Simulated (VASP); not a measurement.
Runs of VASP 6.6.1 on Mo. The structure is that of space group Im-3m (No. 229), or close to it. The cells are those of the table. 

```tsv
cell	gap on the mesh (eV)	pressure (GPa)
a = 2.761 Å, angles 109.5°, 1 atom	none	-6.0
a = 2.725 Å, angles 109.5°, 1 atom	none	3.8
a = 2.796 Å, angles 109.5°, 1 atom	none	(b)
a = 2.688 Å, angles 109.5°, 1 atom	none	16.0
a = 2.651 Å, angles 109.5°, 1 atom	none	(a)
```

Alike in all rows: task single point; level PBE; potentials or basis VASP PAW PBE potentials, release 64 (Mo_sv); no spin polarisation; k mesh 13 × 13 × 13; cutoff (eV) 520; smearing fermi-dirac 0.05 eV.

Estimate the missing entries.

(a) 31.2; (b) -14.0.

A k mesh can miss the band edges, and the runs leave out spin-orbit coupling on Mo.

A gap of «none» marks levels without a gap at the run's occupations.
